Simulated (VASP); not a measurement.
Wanted: the native input for a VASP 6.6.1 run.

```
Task                   : relaxation of cell and atoms
Functional             : PBE
Potentials or basis    : VASP PAW PBE potentials, release 64 (W_sv, C)
Cutoff                 : 600 eV
k mesh                 : 20 × 20 × 20
Occupations            : gaussian, width 0.1 eV
Spin                   : no spin polarisation
Dipole correction      : no
Further INCAR settings : ALGO = Normal; EDIFF = 1e-06; IBRION = 2; EDIFFG = -0.01; NSW = 100; ISIF = 3
```

The structure of WC lies in POSCAR:

```
WC
1.0
    0.0000000000      2.3498884182      2.3498884182
    2.3498884182      0.0000000000      2.3498884182
    2.3498884182      2.3498884182      0.0000000000
W C
1 1
Direct
    0.0000000000      0.0000000000      0.0000000000
    0.2500000000      0.2500000000      0.2500000000
```

The cell was built from a structure type or drawn by symmetry, and may not be a known phase.

The input as run:

INCAR

```
SYSTEM = WC
ALGO = Normal
EDIFF = 1E-6
EDIFFG = -0.01
ENCUT = 600
GGA = PE
IBRION = 2
ISIF = 3
ISMEAR = 0
LASPH = .True.
LCHARG = .False.
LREAL = .False.
LWAVE = .False.
NELM = 100
NSW = 100
PREC = Accurate
SIGMA = 0.1
```

KPOINTS

```
k-points
0
Gamma
  20 20 20
  0 0 0
```

Potentials or basis: VASP PAW PBE potentials, release 64 (W_sv, C).

The run is started by

```sh
$ cat potpaw_PBE.64/W_sv/POTCAR potpaw_PBE.64/C/POTCAR > POTCAR
$ mpirun -np 1 vasp_std > vasp.out
```

It gave:

* Relaxed volume: 13.00 Å³/atom
* Relaxed cell: a = 3.325 Å, b = 3.325 Å, c = 3.325 Å, α = 60.00°, β = 60.00°, γ = 60.00°
* Space group after relaxing (to 0.1 Å): F-43m (No. 216)
* Energy gained by relaxing: 0.0 meV/atom
* Ionic steps: 3
* Pressure after relaxing: 0.0 GPa
* Band gap on the k mesh: zero (bands 9 and 10 overlap by 1.12 eV)

Caveat: spin-orbit coupling is left out, which moves the levels of the heavy elements.

It took 120 s on 1 thread of Intel(R) Xeon(R) Platinum 8488C (Sapphire Rapids) (shared host), peak memory 0.25 GiB.
